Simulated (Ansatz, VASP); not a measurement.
**Two plane-wave programs on B2SbN**

INCAR

```
SYSTEM = B2SbN
PREC = Accurate
ENCUT = 600
EDIFF = 1E-6
ISMEAR = 0
SIGMA = 0.1
LREAL = .False.
LASPH = .True.
NELM = 100
ALGO = Normal
ISIF = 3
LWAVE = .False.
LCHARG = .False.
IBRION = 2
NSW = 100
EDIFFG = -0.005
```

File KPOINTS:

```
regular mesh
0
Gamma
  15 15 6
  0 0 0
```

Contents of POSCAR:

```
B2SbN
1.0
    3.2958407124      0.0000000000      0.0000000000
   -1.6479203562      2.8542817838      0.0000000000
    0.0000000000      0.0000000000      6.9808556885
B Sb N
2 1 1
Direct
    0.3333333333      0.6666666667      0.0000000000
    0.6666666667      0.3333333333      0.5000000000
    0.3333333333      0.6666666667      0.5000000000
    0.6666666667      0.3333333333      0.0000000000
```

Input for Ansatz:

```yaml
crystal:
  lattice:
    - [3.2958407124, 0.0, 0.0]
    - [-1.6479203562, 2.8542817838, 0.0]
    - [0.0, 0.0, 6.9808556885]
  atoms:
    - { symbol: B, position: [0.3333333333, 0.6666666667, 0.0] }
    - { symbol: B, position: [0.6666666667, 0.3333333333, 0.5] }
    - { symbol: Sb, position: [0.3333333333, 0.6666666667, 0.5] }
    - { symbol: "N", position: [0.6666666667, 0.3333333333, 0.0] }
basis:
  ecutwfc: 420
kpoints:
  mp_grid: { grid: [15, 15, 6] }
hamiltonian:
  xc: lda
scf:
  occupations: { method: gaussian, width: 0.1 }
output:
  forces: true
  stress: true
  eigenvalues: true
relax:
  adjacent_minimum: "off"
  f_tol: 0.005
  max_steps: 80
  cell: { stress_tol: 0.05 }
```

Alike in both runs: task relaxation of cell and atoms; functional LDA; k mesh 15 × 15 × 6; occupations gaussian, width 0.1 eV; no spin polarisation.

|  | VASP | Ansatz |
| --- | --- | --- |
| version | VASP 6.6.1 | Ansatz 0.2.0 |
| potentials or method | VASP PAW LDA potentials, release 64 (B, Sb, N), cutoff 600 eV | scalar-relativistic, plane waves, PAW |
| valence electrons in the cell | 16 | 26 |

```tsv
	VASP	Ansatz	Ansatz less VASP
gap on the k mesh at the Fermi level, each at its own relaxed structure (eV)	none	none	-
relaxed volume (Å³/atom)	16.37	16.42	+0.042
relaxed length of the cell vector where the two differ most in proportion (Å)	6.881	6.972	+0.0915
```

LDA's correlation is that of Perdew and Zunger in VASP and of Perdew and Wang (1992) in Ansatz. A gap of «none» marks a metal or a gap that the smearing closes. VASP's potentials hold 16 valence electrons a cell and Ansatz's 26, so a difference there can come from the potentials and not from the codes.

Spin-orbit coupling is off throughout.
